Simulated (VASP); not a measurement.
# Ta16H (a cell with a defect) in VASP: single point with PBE

Aim: the single point of Ta16H (a cell with a defect) with PBE.

Everything below comes from runs of VASP 6.6.1. Logs are shortened: lines on timing, memory, paths and dates and some standing lists are left out, and cuts for length are marked.

### Step 1. The cell of the first run

The cell holds a defect, 17 atoms: a = 6.620 Å, b = 6.620 Å, c = 6.620 Å, α = 90.00°, β = 90.00°, γ = 90.00°.

### Step 2. Single point, PBE

Contents of INCAR:

```
PREC     = Accurate       # precision mode
ENCUT    = 400            # plane-wave cutoff, eV
EDIFF    = 1E-6           # SCF threshold, eV
ISMEAR   = -1             # smearing method
SIGMA    = 0.05           # smearing width, eV
LREAL    = False          # projectors in reciprocal space
LASPH    = True           # aspherical terms in the spheres
NELM     = 120            # most SCF steps
ALGO     = Normal         # electronic algorithm
ISIF     = 2              # what is computed and relaxed
LWAVE    = False          # write WAVECAR
LCHARG   = False          # write CHGCAR
GGA      = PE             # functional
NBANDS   = 102            # bands
GGA_COMPAT= False
```

Contents of KPOINTS:

```
regular mesh
0
Gamma
  2 2 2
```

Contents of POSCAR:

```
Ta16H
1.0
    6.6200000000      0.0000000000      0.0000000000
    0.0000000000      6.6200000000      0.0000000000
    0.0000000000      0.0000000000      6.6200000000
Ta H
16 1
Direct
    0.0060876133     -0.0158610272      0.0153927492
    0.5043202417     -0.0034138973      0.0000000000
    0.0020996979      0.5076737160     -0.0014652568
    0.0086555891     -0.0017824773      0.5032930514
    0.2418277946      0.2380966767      0.2388821752
    0.4909516616      0.4881117825     -0.0074924471
    0.5045166163      0.0046978852      0.4965558912
    0.7438217523      0.2574320242      0.2583685801
   -0.0022054381      0.5039728097      0.4973262840
    0.2552567976      0.7455135952      0.2529909366
    0.2515558912      0.2412084592      0.7434138973
    0.4828247734      0.4987311178      0.4937915408
    0.7463141994      0.7535347432      0.2622507553
    0.7465709970      0.2679456193      0.7378700906
    0.2575830816      0.7516012085      0.7540936556
    0.7590936556      0.7540483384      0.7490030211
    0.7632930514      0.1066616314      0.0079003021
```

Potentials or basis: VASP PAW PBE potentials, release 64 (Ta_pv, H).

Started as:

```sh
$ cat potpaw_PBE.64/Ta_pv/POTCAR potpaw_PBE.64/H/POTCAR > POTCAR
$ mpirun -np 1 vasp_std > vasp.out
```

OUTCAR:

```text
PREC = Accurate
   ENCUT = 400
   EDIFF = 1E-6
   ISMEAR = -1
   LREAL = False
   LASPH = True
   NELM = 120
   ISIF = 2
   GGA = PE

 ion  position               nearest neighbor table
   1  0.006  0.984  0.015-  17 1.80   5 2.73  10 2.77  13 2.82  16 2.85  15 2.85  11 2.96   8 2.98
                            14 3.14   3 3.16   4 3.23   2 3.30   2 3.32   4 3.39   3 3.47
   2  0.504  0.997  0.000-  17 1.86  15 2.82   5 2.84  13 2.86  16 2.86  10 2.88  11 2.88   8 2.90
                            14 2.97   6 3.26   7 3.29   1 3.30   1 3.32   7 3.33   6 3.37
   3  0.002  0.508  0.999-  16 2.82  15 2.84  10 2.85   5 2.87  14 2.89  13 2.93   8 2.94  11 2.95
                             1 3.16   6 3.24   9 3.30   9 3.32   6 3.39   1 3.47
   4  0.009  0.998  0.503-  11 2.77   5 2.82  16 2.83  15 2.85  13 2.86  10 2.87  14 2.93   8 2.94
                             1 3.23   9 3.27   7 3.28   7 3.34   9 3.35   1 3.39
   5  0.242  0.238  0.239-   1 2.73   4 2.82   2 2.84   6 2.85   3 2.87   7 2.88  12 2.89   9 2.94
                            10 3.26  11 3.28   8 3.30   8 3.33  11 3.34  10 3.36
   6  0.491  0.488  0.993-  14 2.80  11 2.81  15 2.81   5 2.85   8 2.87  10 2.88  16 2.97  13 3.02
                             3 3.24   2 3.26  12 3.30  12 3.32   2 3.37   3 3.39
   7  0.505  0.005  0.497-  13 2.78   8 2.79  11 2.82  14 2.86  10 2.88   5 2.88  15 2.90  16 2.90
                            12 3.27   4 3.28   2 3.29   2 3.33   4 3.34  12 3.35
   8  0.744  0.257  0.258-  17 1.94   7 2.79  12 2.82   9 2.83   6 2.87   2 2.90   3 2.94   4 2.94
                             1 2.98  14 3.18  13 3.28   5 3.30   5 3.33  13 3.34  14 3.45
   9  0.998  0.504  0.497-  14 2.78  13 2.81   8 2.83  16 2.83  10 2.84  11 2.92  15 2.92   5 2.94
                            12 3.21   4 3.27   3 3.30   3 3.32   4 3.35  12 3.41
  10  0.255  0.746  0.253-  12 2.73   1 2.77   9 2.84   3 2.85   4 2.87   7 2.88   2 2.88   6 2.88
                            13 3.25   5 3.26  15 3.30  15 3.32   5 3.36  13 3.37
  11  0.252  0.241  0.743-   4 2.77   6 2.81   7 2.82  12 2.83   2 2.88   9 2.92   3 2.95   1 2.96
                            15 3.24   5 3.28  14 3.28   5 3.34  14 3.35  15 3.38
  12  0.483  0.499  0.494-  10 2.73   8 2.82  11 2.83  14 2.83  15 2.83  13 2.87   5 2.89  16 3.01
                             9 3.21   7 3.27   6 3.30   6 3.32   7 3.35   9 3.41
  13  0.746  0.754  0.262-   7 2.78   9 2.81   1 2.82   2 2.86   4 2.86  12 2.87   3 2.93   6 3.02
                            16 3.22  10 3.25   8 3.28   8 3.34  10 3.37  16 3.40
  14  0.747  0.268  0.738-  17 2.09   9 2.78   6 2.80  12 2.83   7 2.86   3 2.89   4 2.93   2 2.97
                             1 3.14   8 3.18  16 3.22  11 3.28  11 3.35  16 3.40   8 3.45
  15  0.258  0.752  0.754-   6 2.81   2 2.82  12 2.83   3 2.84   1 2.85   4 2.85   7 2.90   9 2.92
                            11 3.24  16 3.30  10 3.30  10 3.32  16 3.32  11 3.38
  16  0.759  0.754  0.749-   3 2.82   4 2.83   9 2.83   1 2.85   2 2.86   7 2.90   6 2.97  12 3.01
                            14 3.22  13 3.22  15 3.30  15 3.32  13 3.40  14 3.40
  17  0.763  0.107  0.008-   1 1.80   2 1.86   8 1.94  14 2.09

  LATTYP: Found a simple cubic cell.
 ALAT       =     6.6200000000

  Lattice vectors:

 A1 = (   6.6200000000,   0.0000000000,   0.0000000000)
 A2 = (   0.0000000000,   6.6200000000,   0.0000000000)
 A3 = (   0.0000000000,   0.0000000000,   6.6200000000)

Analysis of symmetry for initial positions (statically):
=====================================================================
 Subroutine PRICEL returns:
 Original cell was already a primitive cell.

 Routine SETGRP: Setting up the symmetry group for a
 simple cubic supercell.

 Subroutine GETGRP returns: Found  1 space group operations
 (whereof  1 operations were pure point group operations)
 out of a pool of 48 trial point group operations.

The static configuration has the point symmetry C_1 .

Analysis of symmetry for dynamics (positions and initial velocities):
=====================================================================
 Subroutine PRICEL returns:
 Original cell was already a primitive cell.

 Routine SETGRP: Setting up the symmetry group for a
 simple cubic supercell.

 Subroutine GETGRP returns: Found  1 space group operations
 (whereof  1 operations were pure point group operations)
 out of a pool of 48 trial point group operations.

The dynamic configuration has the point symmetry C_1 .

 Subroutine INISYM returns: Found  1 space group operations
 (whereof  1 operations are pure point group operations),
 and found     1 'primitive' translations

----------------------------------------------------------------------------------------

                                     Primitive cell

  volume of cell :     290.1175

[... 58 lines left out ...]
     0.075528701  0.000000000  0.000000000     0.500000000  0.000000000  0.000000000
     0.000000000  0.075528701  0.000000000     0.000000000  0.500000000  0.000000000
     0.000000000  0.000000000  0.075528701     0.000000000  0.000000000  0.500000000

  Length of vectors
     0.075528701  0.075528701  0.075528701

  Shift w.r.t. Gamma in fractional coordinates (k-lattice)
     0.000000000  0.000000000  0.000000000

 Subroutine IBZKPT returns following result:
 ===========================================

 Found      8 irreducible k-points:

 Following reciprocal coordinates:
            Coordinates               Weight
  0.000000  0.000000  0.000000      1.000000
  0.500000  0.000000  0.000000      1.000000
  0.000000  0.500000  0.000000      1.000000
  0.000000  0.000000  0.500000      1.000000
  0.500000  0.500000  0.000000      1.000000
  0.000000  0.500000  0.500000      1.000000
  0.500000  0.000000  0.500000      1.000000
  0.500000  0.500000  0.500000      1.000000
   k-points           NKPTS =      8   k-points in BZ     NKDIM =      8   number of bands    NBANDS=    102
   number of dos      NEDOS =    301   number of ions     NIONS =     17
   total plane-waves  NPLWV = 110592
   dimension x,y,z NGX =    48 NGY =   48 NGZ =   48
   dimension x,y,z NGXF=    96 NGYF=   96 NGZF=   96
   ions per type =              16   1
   NGX,Y,Z   is equivalent  to a cutoff of  12.05, 12.05, 12.05 a.u.
   NGXF,Y,Z  is equivalent  to a cutoff of  24.11, 24.11, 24.11 a.u.
 SYSTEM =  unknown system
   PREC   = accura    normal or accurate (medium, high low for compatibility)
   ISTART =      0    job   : 0-new  1-cont  2-samecut
   ICHARG =      2    charge: 1-file 2-atom 10-const
   ISPIN  =      1    spin polarized calculation?
   LNONCOLLINEAR =      F non collinear calculations
   LSORBIT =      F    spin-orbit coupling
   LASPH  =      T    aspherical Exc in radial PAW
   ENCUT  =  400.0 eV  29.40 Ry    5.42 a.u.  10.80 10.80 10.80*2*pi/ulx,y,z
   NELM   =    120;   NELMIN=  2; NELMDL= -5     # of ELM steps
   EDIFF  = 0.1E-05   stopping-criterion for ELM
   LREAL  =      F    real-space projection
   EDIFFG = 0.1E-04   stopping-criterion for IOM
   NSW    =      0    number of steps for IOM
   IBRION =     -1    ionic relax: 0-MD 1-quasi-New 2-CG
   NFREE  =      0    steps in history (QN), initial steepest desc. (CG)
   ISIF   =      2    stress and relaxation
   ISYM   =      2    0-nonsym 1-usesym 2-fastsym
   POTIM  = 0.5000    time-step for ionic-motion
   TEBEG  =    0.0;   TEEND  =   0.0 temperature during run
   PSTRESS=    0.0 pullay stress
   NELECT =     177.0000    total number of electrons
   NUPDOWN=      -1.0000    fix difference up-down
   EMIN   =  10.00;   EMAX   =-10.00  energy-range for DOS
   EFERMI =   0.00;   METHOD = LEGACY
   ISMEAR =    -1;   SIGMA  =   0.05  broadening in eV -4-tet -1-fermi 0-gaus
   EFERMI_NEDOS =   21; number of points for ismear=-14 and -15
   IALGO  =     38    algorithm
   IMIX   =      4    mixing-type and parameters
     AMIX     =   0.40;   BMIX     =  1.00
     AMIX_MAG =   1.60;   BMIX_MAG =  1.00
  volume/ion in A,a.u.               =      17.07       115.17
  Fermi-wavevector in a.u.,A,eV,Ry     =   1.388485  2.623857 26.230553  1.927891
  Thomas-Fermi vector in A             =   2.512607
   LORBIT       =      0    0 simple, 1 ext, 2 COOP (PROOUT), +10 PAW based schemes
   GGA     = PE    functional components
   LHFCALC =     F    Hartree Fock is set to
   AEXX    =    0.0000 exact exchange contribution
   IVDW    =     0    specifies the selected vdW correction
   LEPSILON=     F    determine dielectric tensor
   LRPA    =     F    only Hartree local field effects (RPA)
 non-spin polarized calculation
  energy-cutoff  :      400.00
  volume of cell :      290.12
 maximum number of plane-waves:      5294
 NGX is ok and might be reduce to    48
   NGX = 21   NGY = 21   NGZ = 21

 number of electron     177.0000001 magnetization

 Free energy of the ion-electron system (eV)
  ---------------------------------------------------
  ext. energy  EPLUGINS =         0.00000000
  ---------------------------------------------------
  free energy    TOTEN  =      -193.97469451 eV

  energy without entropy =     -193.90337591  energy(sigma->0) =     -193.93903521

 E-fermi :   5.4752     XC(G=0): -12.6112

 val. band max:        5.4574988534   @ k =   0.0000   0.5000   0.0000
 cond. band min:       5.4898830281   @ k =   0.5000   0.0000   0.5000
 fundamental gap:      0.0323841748
 Fermi energy:         5.4752250625

 k-point     1 :       0.0000    0.0000    0.0000
  band No.  band energies     occupation
      1     -28.8499      2.00000
      2     -28.7763      2.00000
      3     -28.7718      2.00000
      4     -28.7676      2.00000
      5     -28.7617      2.00000
      6     -28.7581      2.00000
[... 813 lines left out ...]
     99       9.0940      0.00000
    100       9.1682      0.00000
 [bands above 100 left out]

------------------------ aborting loop because EDIFF is reached ----------------------------------------

  FORCE on cell =-STRESS in cart. coord.  units (eV):
  Direction    XX          YY          ZZ          XY          YZ          ZX
  --------------------------------------------------------------------------------------
  -------------------------------------------------------------------------------------
  Total        4.9333467      3.2349305      2.8767651      0.0872536      0.3831088      0.1100206
  in kB       27.2444632     17.8649402     15.8869676      0.4818588      2.1157224      0.6075903
  external PRESSURE =      20.3321237 kB  Pullay stress =       0.0000000 kB

 VOLUME and BASIS-vectors are now :
 -----------------------------------------------------------------------------
  energy-cutoff  :      400.00
  volume of cell :      290.12
      direct lattice vectors                 reciprocal lattice vectors
     6.620000000  0.000000000  0.000000000     0.151057402  0.000000000  0.000000000
     0.000000000  6.620000000  0.000000000     0.000000000  0.151057402  0.000000000
     0.000000000  0.000000000  6.620000000     0.000000000  0.000000000  0.151057402

 POSITION                                       TOTAL-FORCE (eV/Angst)
 -----------------------------------------------------------------------------------
      0.04030      6.51500      0.10190         0.890873      0.350325     -1.141301
      3.33860      6.59740      0.00000        -0.863266     -0.279035      0.005504
      0.01390      3.36080      6.61030        -0.224055     -0.562757      0.105338
      0.05730      6.60820      3.33180        -0.806786      0.150474     -0.155507
      1.60090      1.57620      1.58140         0.486793      0.557579      0.577339
      3.25010      3.23130      6.57040         0.455269      1.046104      0.325659
[... 9 lines left out ...]
      5.02520      4.99180      4.95840        -0.722111     -0.409162     -0.017526
      5.05300      0.70610      0.05230        -0.455202      0.786501     -0.318239
 -----------------------------------------------------------------------------------
    total drift:                               -0.000055      0.000127     -0.000135

  FREE ENERGIE OF THE ION-ELECTRON SYSTEM (eV)
  ---------------------------------------------------
  free  energy   TOTEN  =      -193.9746945113 eV

  energy  without entropy=     -193.9033759148  energy(sigma->0) =     -193.93903521
```

It took 7.1 min on 1 thread of Intel Xeon 8259CL, shared host; peak memory 0.37 GiB.

Results:

```
Free energy            : -193.9747 eV
Pressure               : 2.0 GPa
Largest force          : 1.490 eV/Å
Band gap on the k mesh : zero (an odd number of electrons rules out a gap without spin polarisation)
```

Forces on the atoms (eV/Å):
```
Ta   0.891  0.350 -1.141
Ta  -0.863 -0.279  0.006
Ta  -0.224 -0.563  0.105
Ta  -0.807  0.150 -0.156
Ta   0.487  0.558  0.577
Ta   0.455  1.046  0.326
Ta  -0.192 -0.177  0.363
Ta   0.379  0.011 -0.334
Ta   0.195  0.029  0.203
Ta  -0.305  0.142 -0.383
Ta  -0.412  0.379  0.625
Ta   1.207  0.011  0.346
Ta   0.249 -0.708 -0.508
Ta   0.400 -0.998  0.536
Ta  -0.283 -0.330 -0.229
Ta  -0.722 -0.409 -0.018
H   -0.455  0.787 -0.318
```

Caveat: the k points lie up to 0.47 Å⁻¹ apart, too coarse for converged energies and pressures of a metal; spin-orbit coupling is left out, which moves the levels of the heavy elements.

The gap in the log of VASP goes by the Fermi energy; the results here count the filled bands.